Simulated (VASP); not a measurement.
# Ge (I4_1/amd) in VASP: relaxation of cell and atoms with PBEsol+D3(BJ)

Aim: the relaxation of cell and atoms of Ge with PBEsol+D3(BJ).

All numbers are computed with VASP 6.6.1; they aren't measurements. Logs are shortened: lines on timing, memory, paths and dates and some standing lists are left out, and cuts for length are marked.

## 1. The cell of the first run

Symmetry: I4_1/amd, No. 141, tetragonal system. The conventional cell has a = 5.149 Å, b = 5.149 Å, c = 2.795 Å, α = 90.00°, β = 90.00°, γ = 90.00°. Ge (site symmetry -4m2) has 10 Ge at 2.67 to 3.32 Å within 3.5 Å.

## 2. Relaxation of cell and atoms, PBEsol+D3(BJ)

The input, INCAR:

```
PREC     = Accurate       # precision mode
ENCUT    = 600            # plane-wave cutoff, eV
EDIFF    = 1E-7           # SCF threshold, eV
ISMEAR   = 1              # smearing method
SIGMA    = 0.1            # smearing width, eV
LREAL    = F              # projectors in reciprocal space
LASPH    = T              # aspherical terms in the spheres
NELM     = 100            # most SCF steps
ALGO     = Normal         # electronic algorithm
ISIF     = 3              # what is computed and relaxed
LWAVE    = F              # write WAVECAR
LCHARG   = F              # write CHGCAR
GGA      = PS             # functional
IVDW     = 12             # dispersion correction
IBRION   = 2              # ionic algorithm
NSW      = 100            # ionic steps
EDIFFG   = -0.03          # ionic threshold
```

The input, KPOINTS:

```
regular mesh
0
Gamma
  12 12 12
```

The input, POSCAR:

```
Ge
1.0
   -2.5744900000      2.5744900000      1.3974130000
    2.5744900000     -2.5744900000      1.3974130000
    2.5744900000      2.5744900000     -1.3974130000
Ge
2
Direct
    0.2500000000      0.7500000000      0.5000000000
    0.5000000000      0.5000000000      0.0000000000
```

Potentials or basis: VASP PAW PBE potentials, release 64 (Ge_d).

Launch:

```sh
> cat potpaw_PBE.64/Ge_d/POTCAR > POTCAR
> mpirun -np 1 vasp_std > vasp.out
```

OUTCAR:

```text
PREC = Accurate
   ENCUT = 600
   EDIFF = 1E-7
   ISMEAR = 1
   LREAL = F
   LASPH = T
   NELM = 100
   ISIF = 3
   GGA = PS
   IVDW = 12
   IBRION = 2
   NSW = 100
   EDIFFG = -0.03
 IVDW          = 12

 ion  position               nearest neighbor table
   1  0.250  0.750  0.500-   2 2.67   2 2.67   2 2.67   2 2.67
   2  0.500  0.500  0.000-   1 2.67   1 2.67   1 2.67   1 2.67

  LATTYP: Found a body centered tetragonal cell.
 ALAT       =     5.1489800000
 C/A-ratio  =     0.5427921647

  Lattice vectors:

 A1 = (  -2.5744900000,   2.5744900000,   1.3974130000)
 A2 = (   2.5744900000,  -2.5744900000,   1.3974130000)
 A3 = (   2.5744900000,   2.5744900000,  -1.3974130000)

Analysis of symmetry for initial positions (statically):
=====================================================================
 Subroutine PRICEL returns:
 Original cell was already a primitive cell.

 Routine SETGRP: Setting up the symmetry group for a
 body centered tetragonal supercell.

 Subroutine GETGRP returns: Found 16 space group operations
 (whereof  8 operations were pure point group operations)
 out of a pool of 16 trial point group operations.

The static configuration has the point symmetry D_2d.
 The point group associated with its full space group is D_4h.

Analysis of symmetry for dynamics (positions and initial velocities):
=====================================================================
 Subroutine PRICEL returns:
 Original cell was already a primitive cell.

 Routine SETGRP: Setting up the symmetry group for a
 body centered tetragonal supercell.

 Subroutine GETGRP returns: Found 16 space group operations
 (whereof  8 operations were pure point group operations)
 out of a pool of 16 trial point group operations.

The dynamic configuration has the point symmetry D_2d.
 The point group associated with its full space group is D_4h.

 Subroutine INISYM returns: Found 16 space group operations
 (whereof  8 operations are pure point group operations),
 and found     1 'primitive' translations

----------------------------------------------------------------------------------------

                                     Primitive cell

  volume of cell :      37.0482

  direct lattice vectors                    reciprocal lattice vectors
    -2.574490000  2.574490000  1.397413000     0.000000000  0.194213223  0.357804028
     2.574490000 -2.574490000  1.397413000     0.194213223  0.000000000  0.357804028
     2.574490000  2.574490000 -1.397413000     0.194213223  0.194213223  0.000000000

  length of vectors
     3.899841101  3.899841101  3.899841101     0.407114847  0.407114847  0.274658974

  position of ions in fractional coordinates (direct lattice)
     0.250000000  0.750000000  0.500000000
     0.500000000  0.500000000  0.000000000

  ion indices of the primitive-cell ions
   primitive index   ion index
                 1           1
                 2           2

----------------------------------------------------------------------------------------

 KPOINTS: regular mesh

Automatic generation of k-mesh.
 Grid dimensions read from file:
 generate k-points for:   12   12   12

 Generating k-lattice:

  Cartesian coordinates                     Fractional coordinates (reciprocal lattice)
     0.000000000  0.016184435  0.029817002     0.083333333  0.000000000 -0.000000000
     0.016184435  0.000000000  0.029817002     0.000000000  0.083333333 -0.000000000
     0.016184435  0.016184435  0.000000000     0.000000000  0.000000000  0.083333333

  Length of vectors
     0.033926237  0.033926237  0.022888248

  Shift w.r.t. Gamma in fractional coordinates (k-lattice)
     0.000000000  0.000000000  0.000000000

 Subroutine IBZKPT returns following result:
 ===========================================

 Found    163 irreducible k-points:

 Following reciprocal coordinates:
            Coordinates               Weight
  0.000000  0.000000  0.000000      1.000000
  0.083333 -0.000000  0.000000      8.000000
  0.166667 -0.000000  0.000000      8.000000
  0.250000  0.000000  0.000000      8.000000
  0.333333  0.000000  0.000000      8.000000
  0.416667 -0.000000  0.000000      8.000000
[... 16 lines left out ...]
  0.500000  0.166667  0.000000     16.000000
 -0.416667  0.166667 -0.000000     16.000000
 [... further k-points ...]
   k-points           NKPTS =    163   k-points in BZ     NKDIM =    163   number of bands    NBANDS=     18
   number of dos      NEDOS =    301   number of ions     NIONS =      2
   total plane-waves  NPLWV =  32768
   dimension x,y,z NGX =    32 NGY =   32 NGZ =   32
   dimension x,y,z NGXF=    64 NGYF=   64 NGZF=   64
   ions per type =               2
   NGX,Y,Z   is equivalent  to a cutoff of  13.64, 13.64, 13.64 a.u.
   NGXF,Y,Z  is equivalent  to a cutoff of  27.28, 27.28, 27.28 a.u.
 SYSTEM =  unknown system
   PREC   = accura    normal or accurate (medium, high low for compatibility)
   ISTART =      0    job   : 0-new  1-cont  2-samecut
   ICHARG =      2    charge: 1-file 2-atom 10-const
   ISPIN  =      1    spin polarized calculation?
   LNONCOLLINEAR =      F non collinear calculations
   LSORBIT =      F    spin-orbit coupling
   LASPH  =      T    aspherical Exc in radial PAW
   ENCUT  =  600.0 eV  44.10 Ry    6.64 a.u.   7.79  7.79  7.79*2*pi/ulx,y,z
   NELM   =    100;   NELMIN=  2; NELMDL= -5     # of ELM steps
   EDIFF  = 0.1E-06   stopping-criterion for ELM
   LREAL  =      F    real-space projection
   EDIFFG = -.3E-01   stopping-criterion for IOM
   NSW    =    100    number of steps for IOM
   IBRION =      2    ionic relax: 0-MD 1-quasi-New 2-CG
   NFREE  =      1    steps in history (QN), initial steepest desc. (CG)
   ISIF   =      3    stress and relaxation
   ISYM   =      2    0-nonsym 1-usesym 2-fastsym
   POTIM  = 0.5000    time-step for ionic-motion
   TEBEG  =    0.0;   TEEND  =   0.0 temperature during run
   PSTRESS=    0.0 pullay stress
   NELECT =      28.0000    total number of electrons
   NUPDOWN=      -1.0000    fix difference up-down
   EMIN   =  10.00;   EMAX   =-10.00  energy-range for DOS
   EFERMI =   0.00;   METHOD = LEGACY
   ISMEAR =     1;   SIGMA  =   0.10  broadening in eV -4-tet -1-fermi 0-gaus
   EFERMI_NEDOS =   21; number of points for ismear=-14 and -15
   IALGO  =     38    algorithm
   IMIX   =      4    mixing-type and parameters
     AMIX     =   0.40;   BMIX     =  1.00
     AMIX_MAG =   1.60;   BMIX_MAG =  1.00
  volume/ion in A,a.u.               =      18.52       125.01
  Fermi-wavevector in a.u.,A,eV,Ry     =   1.491209  2.817976 30.255324  2.223704
  Thomas-Fermi vector in A             =   2.603893
   LORBIT       =      0    0 simple, 1 ext, 2 COOP (PROOUT), +10 PAW based schemes
   GGA     = PS    functional components
   LHFCALC =     F    Hartree Fock is set to
   AEXX    =    0.0000 exact exchange contribution
   IVDW    =    12    specifies the selected vdW correction
   LEPSILON=     F    determine dielectric tensor
   LRPA    =     F    only Hartree local field effects (RPA)
 conjugate gradient relaxation of ions
 non-spin polarized calculation
 Methfessel and Paxton  Order N= 1 SIGMA  =   0.10
  energy-cutoff  :      600.00
  volume of cell :       37.05
 maximum number of plane-waves:      1258
   NGX = 15   NGY = 15   NGZ = 15

--------------------------------------- Ionic step        1  -------------------------------------------

 number of electron      28.0000000 magnetization

 Free energy of the ion-electron system (eV)
  ---------------------------------------------------
  ext. energy  EPLUGINS =         0.00000000
  ---------------------------------------------------
  free energy    TOTEN  =        -9.53840671 eV

  energy without entropy =       -9.53785108  energy(sigma->0) =       -9.53822150

------------------------ aborting loop because EDIFF is reached ----------------------------------------

 Edisp (eV)   -0.66516

 E8    (eV) :    -0.4437

  FORCE on cell =-STRESS in cart. coord.  units (eV):
  Direction    XX          YY          ZZ          XY          YZ          ZX
  --------------------------------------------------------------------------------------
  -------------------------------------------------------------------------------------
  Total      -0.95690    -0.95690    -0.74022     0.00000     0.00000     0.00000
  in kB     -41.38179   -41.38179   -32.01128     0.00000     0.00000     0.00000
  external pressure =      -38.26 kB  Pullay stress =        0.00 kB

 VOLUME and BASIS-vectors are now :
 -----------------------------------------------------------------------------
  energy-cutoff  :      600.00
  volume of cell :       37.05
      direct lattice vectors                 reciprocal lattice vectors
    -2.574490000  2.574490000  1.397413000     0.000000000  0.194213223  0.357804028
     2.574490000 -2.574490000  1.397413000     0.194213223  0.000000000  0.357804028
     2.574490000  2.574490000 -1.397413000     0.194213223  0.194213223  0.000000000
[... 121 lines left out ...]
 POSITION                                       TOTAL-FORCE (eV/Angst)
 -----------------------------------------------------------------------------------
      2.53214      0.00000      0.68981        -0.000000     -0.000000      0.000000
      0.00000      0.00000      1.37963         0.000000      0.000000     -0.000000
 -----------------------------------------------------------------------------------
    total drift:                               -0.000000     -0.000000      0.000000

  FREE ENERGIE OF THE ION-ELECTRON SYSTEM (eV)
  ---------------------------------------------------
  free  energy   TOTEN  =       -10.2248662492 eV

  energy  without entropy=      -10.2246437835  energy(sigma->0) =      -10.22479209

--------------------------------------- Ionic step        5  -------------------------------------------

 number of electron      27.9999992 magnetization

 Free energy of the ion-electron system (eV)
  ---------------------------------------------------
  ext. energy  EPLUGINS =         0.00000000
  ---------------------------------------------------
  free energy    TOTEN  =        -9.52729077 eV

  energy without entropy =       -9.52716102  energy(sigma->0) =       -9.52724752

 E-fermi :   7.1948     XC(G=0): -11.7042

 val. band max:        7.1889425151   @ k =   0.5000   0.3333   0.0833
 cond. band min:       7.2284034220   @ k =  -0.0833  -0.2500   0.0833
 fundamental gap:      0.0394609069
 Fermi energy:         7.1948098646

 k-point     1 :       0.0000    0.0000    0.0000
  band No.  band energies     occupation
      1     -17.5447      2.00000
      2     -17.4888      2.00000
      3     -17.4605      2.00000
      4     -17.4535      2.00000
      5     -17.3351      2.00000
      6     -17.3351      2.00000
[... 10 lines left out ...]
     17      15.1348      0.00000
     18      15.6015      0.00000
[... 463 lines left out ...]
 k-point    24 :      -0.4167    0.1667   -0.0000
  band No.  band energies     occupation
      1     -17.4938      2.00000
      2     -17.4381      2.00000
      3     -17.4257      2.00000
      4     -17.4047      2.00000
      5     -17.3734      2.00000
      6     -17.3534      2.00000
[... 10 lines left out ...]
     17      10.9147      0.00000
     18      13.8315      0.00000

 [... further k-points ...]

------------------------ aborting loop because EDIFF is reached ----------------------------------------

 Edisp (eV)   -0.69763

 E8    (eV) :    -0.4656

  FORCE on cell =-STRESS in cart. coord.  units (eV):
  Direction    XX          YY          ZZ          XY          YZ          ZX
  --------------------------------------------------------------------------------------
  -------------------------------------------------------------------------------------
  Total      -0.02584    -0.02584    -0.00088     0.00000     0.00000     0.00000
  in kB      -1.17015    -1.17015    -0.03988     0.00000     0.00000     0.00000
  external pressure =       -0.79 kB  Pullay stress =        0.00 kB

 VOLUME and BASIS-vectors are now :
 -----------------------------------------------------------------------------
  energy-cutoff  :      600.00
  volume of cell :       35.39
      direct lattice vectors                 reciprocal lattice vectors
    -2.530825363  2.530825363  1.381132270     0.000000000  0.197564007  0.362021807
     2.530825363 -2.530825363  1.381132270     0.197564007  0.000000000  0.362021807
     2.530825363  2.530825363 -1.381132270     0.197564007  0.197564007  0.000000000

 POSITION                                       TOTAL-FORCE (eV/Angst)
 -----------------------------------------------------------------------------------
      2.53083      0.00000      0.69057         0.000000      0.000000     -0.000000
      0.00000      0.00000      1.38113        -0.000000     -0.000000      0.000000
 -----------------------------------------------------------------------------------
    total drift:                               -0.000000     -0.000000      0.000000

  FREE ENERGIE OF THE ION-ELECTRON SYSTEM (eV)
  ---------------------------------------------------
  free  energy   TOTEN  =       -10.2249229501 eV

  energy  without entropy=      -10.2247931988  energy(sigma->0) =      -10.22487970

 reached required accuracy - stopping structural energy minimisation
```

It took 6.4 min on 1 thread of Intel Xeon 8259CL, shared host; peak memory 0.27 GiB.

Results:

```
Free energy                           : -10.2249 eV
Relaxed volume                        : 17.69 Å³/atom
Relaxed cell                          : a = 3.836 Å, b = 3.836 Å, c = 3.836 Å, α = 97.45°, β = 97.45°, γ = 137.80°
Space group after relaxing (to 0.1 Å) : I4_1/amd (No. 141)
Energy gained by relaxing             : 10.7 meV/atom
Ionic steps                           : 5
Pressure after relaxing               : -0.1 GPa
Band gap on the k mesh                : zero (bands 14 and 15 overlap by 5.46 eV)
Dispersion energy per atom            : -0.349 eV
```

Stress tensor (GPa, compression positive):
```
-0.12  0.00  0.00
 0.00 -0.12  0.00
 0.00  0.00  0.00
```

Step by step:
```
step  energy change (eV)  largest force (eV/Å)  pressure (GPa)  volume (Å³)
   1              0.0000                0.0000           -3.83        37.05
   2             -0.0183                0.0000            1.61        34.73
   3             -0.0213                0.0000            0.12        35.34
   4             -0.0213                0.0000           -0.16        35.38
   5             -0.0214                0.0000           -0.08        35.39
```

Final structure:
```
Ge
1.0
    -2.53083    2.53083    1.38113
     2.53083   -2.53083    1.38113
     2.53083    2.53083   -1.38113
Ge
2
Direct
  0.25000 0.75000 0.50000
  0.50000 0.50000 0.00000
```

Caveat: the PAW data sets were made with another functional, which shifts forces and pressure a little.
